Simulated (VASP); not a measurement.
# NaI (Pm-3m) in VASP: further runs, part 2 of 2

VASP 6.6.1. Earlier steps stand in the parts before.

## 3. Single point, PBE

The input, INCAR:

```
PREC = Accurate ; ENCUT = 520
EDIFF = 1E-6 ; ISMEAR = 0
SIGMA = 0.01 ; LREAL = F
LASPH = T ; NELM = 80
ALGO = Normal ; ISIF = 2
LWAVE = F ; LCHARG = F
GGA = PE ; NBANDS = 14
```

The input, KPOINTS:

```
Automatic mesh
0
Gamma
  4 4 4
```

The input, POSCAR:

```
NaI
1.0
    4.0405366006      0.0000000000      0.0000000000
    0.0000000000      4.0405366006      0.0000000000
    0.0000000000      0.0000000000      4.0405366006
Na I
1 1
Direct
    0.0000000000      0.0000000000      0.0000000000
    0.5000000000      0.5000000000      0.5000000000
```

Potentials or basis: VASP PAW PBE potentials, release 64 (Na_pv, I).

On the command line:

```bash
> cat potpaw_PBE.64/Na_pv/POTCAR potpaw_PBE.64/I/POTCAR > POTCAR
> mpirun -np 1 vasp_std > vasp.out
```

Wall time 15 s (1 thread of Intel Xeon 8259CL, shared host); peak memory 0.16 GiB.

Results (log left out):

```yaml
Free_energy: -5.0496 eV
Pressure: 0.5 GPa
Band_gap_on_the_k_mesh: 2.29 eV (least direct gap 2.78 eV)
```

Levels at points of the mesh, in eV from the valence-band top:
```
           k point  band 4  band 5  band 6  band 7  band 8  band 9  band 10  band 11
(0.00, 0.00, 0.00)  -11.82   -0.65   -0.65   -0.65    2.29    5.58     5.58    11.20
(0.50, 0.00, 0.00)  -11.49   -3.27   -0.32   -0.32    4.63    6.28     7.05     7.90
(0.50, 0.50, 0.00)  -11.21   -2.59   -2.59    0.00    2.78    7.00     8.25     8.25
(0.50, 0.50, 0.50)  -10.93   -2.10   -2.10   -2.10    4.17    4.17     4.17     6.54
```

Caveat: the structure was generated, so it needn't be the stable form of NaI; spin-orbit coupling is left out, which moves the levels of the heavy elements.

## 4. Single point, LDA

This run uses another cell than the first one, of 30.03 Å³/atom.

The input, INCAR:

```
SYSTEM = NaI
  PREC = Accurate
  ENCUT = 520
  EDIFF = 1E-6
  ISMEAR = -1
  SIGMA = 0.02
  LREAL = .False.
  LASPH = .True.
  NELM = 60
  ALGO = Normal
  ISIF = 2
  LWAVE = .False.
  LCHARG = .False.
  GGA = CA
  NBANDS = 14
```

The input, KPOINTS:

```
regular mesh
0
Gamma
  6 6 6
  0 0 0
```

The input, POSCAR:

```
NaI
1.0
    3.9162615280      0.0000000000      0.0000000000
    0.0000000000      3.9162615280      0.0000000000
    0.0000000000      0.0000000000      3.9162615280
Na I
1 1
Direct
    0.0000000000      0.0000000000      0.0000000000
    0.5000000000      0.5000000000      0.5000000000
```

Potentials or basis: VASP PAW LDA potentials, release 64 (Na_pv, I).

On the command line:

```bash
> cat potpaw_LDA.64/Na_pv/POTCAR potpaw_LDA.64/I/POTCAR > POTCAR
> mpirun -np 1 vasp_std > vasp.out
```

Wall time 22 s (1 thread of Intel Xeon 8259CL, shared host); peak memory 0.15 GiB.

It converged, with:

| Property | Result |
| --- | --- |
| Free energy | -5.7195 eV |
| Pressure | 0.0 GPa |
| Band gap on the k mesh | 2.19 eV (least direct gap 2.40 eV) |

Levels at points of the mesh, in eV from the valence-band top:
```tsv
k point	band 3	band 4	band 5	band 6	band 7	band 8	band 9	band 10	band 11	band 12
(0.00, 0.00, 0.00)	-23.65	-12.28	-0.79	-0.79	-0.79	2.19	5.24	5.24	11.48	11.48
(0.50, 0.00, 0.00)	-23.65	-11.86	-3.84	-0.40	-0.40	4.53	6.51	6.85	7.84	7.84
(0.50, 0.50, 0.00)	-23.65	-11.50	-3.05	-3.05	0.00	2.40	6.94	8.35	8.35	8.85
(0.50, 0.50, 0.50)	-23.66	-11.14	-2.48	-2.48	-2.48	3.81	3.81	3.81	6.55	14.17
```

Caveat: the structure was generated, so it needn't be the stable form of NaI; spin-orbit coupling is left out, which moves the levels of the heavy elements. A k mesh can miss the band edges.

## 5. Single point, PBEsol

This run uses another cell than the first one, of 31.74 Å³/atom.

The input, INCAR:

```
SYSTEM = NaI
  PREC = Accurate
  ENCUT = 520
  EDIFF = 1E-7
  ISMEAR = -1
  SIGMA = 0.02
  LREAL = .False.
  LASPH = .True.
  NELM = 100
  ALGO = Normal
  ISIF = 2
  LWAVE = .False.
  LCHARG = .False.
  GGA = PS
  NBANDS = 14
```

KPOINTS is that of step 4.

The input, POSCAR:

```
NaI
1.0
    3.9889478650      0.0000000000      0.0000000000
    0.0000000000      3.9889478650      0.0000000000
    0.0000000000      0.0000000000      3.9889478650
Na I
1 1
Direct
    0.0000000000      0.0000000000      0.0000000000
    0.5000000000      0.5000000000      0.5000000000
```

Potentials or basis: VASP PAW PBE potentials, release 64 (Na_pv, I).

On the command line:

```bash
> cat potpaw_PBE.64/Na_pv/POTCAR potpaw_PBE.64/I/POTCAR > POTCAR
> mpirun -np 1 vasp_std > vasp.out
```

It took 23 s on 1 thread of Intel Xeon 8259CL, shared host; peak memory 0.17 GiB.

Results (log left out):

```
Free energy            : -5.3957 eV
Pressure               : 0.0 GPa
Band gap on the k mesh : 2.26 eV (least direct gap 2.65 eV)
```

Levels at points of the mesh, in eV from the valence-band top:
| k point | band 3 | band 4 | band 5 | band 6 | band 7 | band 8 | band 9 | band 10 | band 11 | band 12 |
| --- | --- | --- | --- | --- | --- | --- | --- | --- | --- | --- |
| (0.00, 0.00, 0.00) | -23.49 | -12.02 | -0.71 | -0.71 | -0.71 | 2.26 | 5.39 | 5.39 | 11.37 | 11.37 |
| (0.50, 0.00, 0.00) | -23.48 | -11.65 | -3.51 | -0.35 | -0.35 | 4.55 | 6.45 | 6.92 | 7.89 | 7.89 |
| (0.50, 0.50, 0.00) | -23.48 | -11.34 | -2.79 | -2.79 | 0.00 | 2.65 | 6.93 | 8.29 | 8.29 | 8.87 |
| (0.50, 0.50, 0.50) | -23.49 | -11.03 | -2.27 | -2.27 | -2.27 | 4.01 | 4.01 | 4.01 | 6.69 | 13.80 |

Caveat: the structure was generated, so it needn't be the stable form of NaI; the PAW data sets were made with another functional, which shifts forces and pressure a little; spin-orbit coupling is left out, which moves the levels of the heavy elements. A k mesh can miss the band edges.

## 6. Single point, PBE

The input, INCAR:

```
SYSTEM = NaI
PREC     = Accurate       ! precision mode
ENCUT    = 520            ! plane-wave cutoff, eV
EDIFF    = 1E-7           ! SCF threshold, eV
ISMEAR   = -1             ! smearing method
SIGMA    = 0.02           ! smearing width, eV
LREAL    = .False.        ! projectors in reciprocal space
LASPH    = .True.         ! aspherical terms in the spheres
NELM     = 100            ! most SCF steps
ALGO     = Normal         ! electronic algorithm
ISIF     = 2              ! what is computed and relaxed
LWAVE    = .False.        ! write WAVECAR
LCHARG   = .True.         ! write CHGCAR
GGA      = PE             ! functional
LELF     = .True.         ! ELF
LVHAR    = .True.       
NBANDS   = 14             ! bands
```

The input, KPOINTS:

```
Automatic mesh
0
Gamma
  6 6 6
  0 0 0
```

The input, POSCAR:

```
NaI
1.0
    4.0405366006      0.0000000000      0.0000000000
    0.0000000000      4.0405366006      0.0000000000
    0.0000000000      0.0000000000      4.0405366006
Na I
1 1
Direct
    0.0000000000      0.0000000000      0.0000000000
    0.5000000000      0.5000000000      0.5000000000
```

Potentials or basis: VASP PAW PBE potentials, release 64 (Na_pv, I).

On the command line:

```bash
> cat potpaw_PBE.64/Na_pv/POTCAR potpaw_PBE.64/I/POTCAR > POTCAR
> mpirun -np 1 vasp_std > vasp.out
```

OUTCAR:

```text
SYSTEM = NaI
   PREC = Accurate
   ENCUT = 520
   EDIFF = 1E-7
   ISMEAR = -1
   LREAL = .False.
   LASPH = .True.
   NELM = 100
   ISIF = 2
   GGA = PE

 ion  position               nearest neighbor table
   1  0.000  0.000  0.000-
   2  0.500  0.500  0.500-

  LATTYP: Found a simple cubic cell.
 ALAT       =     4.0405366006

  Lattice vectors:

[... 515 lines left out ...]
     12      15.5354      0.00000
     13      15.5354      0.00000
     14      15.5354      0.00000

------------------------ aborting loop because EDIFF is reached ----------------------------------------

  FORCE on cell =-STRESS in cart. coord.  units (eV):
  Direction    XX          YY          ZZ          XY          YZ          ZX
  --------------------------------------------------------------------------------------
  -------------------------------------------------------------------------------------
  Total        0.1229165      0.1229165      0.1229165      0.0000000      0.0000000      0.0000000
  in kB        2.9854077      2.9854077      2.9854077      0.0000000      0.0000000      0.0000000
  external PRESSURE =       2.9854077 kB  Pullay stress =       0.0000000 kB

 VOLUME and BASIS-vectors are now :
 -----------------------------------------------------------------------------
  energy-cutoff  :      520.00
  volume of cell :       65.97
      direct lattice vectors                 reciprocal lattice vectors
     4.040536601  0.000000000  0.000000000     0.247491880  0.000000000  0.000000000
     0.000000000  4.040536601  0.000000000     0.000000000  0.247491880  0.000000000
     0.000000000  0.000000000  4.040536601     0.000000000  0.000000000  0.247491880

 POSITION                                       TOTAL-FORCE (eV/Angst)
 -----------------------------------------------------------------------------------
      0.00000      0.00000      0.00000         0.000000      0.000000      0.000000
      2.02027      2.02027      2.02027         0.000000      0.000000      0.000000
 -----------------------------------------------------------------------------------
    total drift:                                0.000000     -0.000000     -0.000000

  FREE ENERGIE OF THE ION-ELECTRON SYSTEM (eV)
  ---------------------------------------------------
  free  energy   TOTEN  =        -5.0727332534 eV

  energy  without entropy=       -5.0727332534  energy(sigma->0) =       -5.07273325
```

stdout:

```text
POSCAR found type information on POSCAR NaI
 POSCAR found :  2 types and       2 ions
 scaLAPACK will be used
 LDA part: xc-table for (Slater+PW92), standard interpolation
 POSCAR, INCAR and KPOINTS ok, starting setup
 FFT: planning ... GRIDC
 FFT: planning ... GRID_SOFT
 FFT: planning ... GRID
 WAVECAR not read
 entering main loop
```

It took 29 s on 1 thread of Intel Xeon 8259CL, shared host; peak memory 0.17 GiB.

Results:

```
Free energy            : -5.0727 eV
Pressure               : 0.3 GPa
Band gap on the k mesh : 2.30 eV (least direct gap 2.79 eV)
```

Levels at points of the mesh, in eV from the valence-band top:
| k point | band 3 | band 4 | band 5 | band 6 | band 7 | band 8 | band 9 | band 10 | band 11 | band 12 |
| --- | --- | --- | --- | --- | --- | --- | --- | --- | --- | --- |
| (0.00, 0.00, 0.00) | -23.70 | -11.82 | -0.65 | -0.65 | -0.65 | 2.30 | 5.59 | 5.59 | 11.21 | 11.21 |
| (0.50, 0.00, 0.00) | -23.70 | -11.49 | -3.26 | -0.32 | -0.32 | 4.64 | 6.29 | 7.06 | 7.91 | 7.91 |
| (0.50, 0.50, 0.00) | -23.70 | -11.21 | -2.59 | -2.59 | 0.00 | 2.79 | 7.00 | 8.26 | 8.26 | 8.89 |
| (0.50, 0.50, 0.50) | -23.71 | -10.93 | -2.10 | -2.10 | -2.10 | 4.18 | 4.18 | 4.18 | 6.55 | 13.59 |

Caveat: the structure was generated, so it needn't be the stable form of NaI; spin-orbit coupling is left out, which moves the levels of the heavy elements.

## 7. Overview

```csv
level,potentials or basis,cell,k mesh,smearing,gap on the mesh (eV),pressure (GPa)
PBE,"VASP PAW PBE potentials, release 64 (Na_pv, I)","a = 4.041 Å, 2 atoms",4 × 4 × 4,gaussian 0.01 eV,2.29,0.5
LDA,"VASP PAW LDA potentials, release 64 (Na_pv, I)","a = 3.916 Å, 2 atoms",6 × 6 × 6,fermi-dirac 0.02 eV,2.19,0.0
PBEsol,"VASP PAW PBE potentials, release 64 (Na_pv, I)","a = 3.989 Å, 2 atoms",6 × 6 × 6,fermi-dirac 0.02 eV,2.26,0.0
PBE,"VASP PAW PBE potentials, release 64 (Na_pv, I)","a = 4.041 Å, 2 atoms",6 × 6 × 6,fermi-dirac 0.02 eV,2.30,0.3
```

Alike in all rows: task single point; no spin polarisation; cutoff (eV) 520.

Caveats: the structure was generated, so it needn't be the stable form of NaI; spin-orbit coupling is left out, which moves the levels of the heavy elements; the PAW data sets were made with another functional, which shifts forces and pressure a little (at least some runs).

Absolute energies hang on the potentials; compare differences alone.
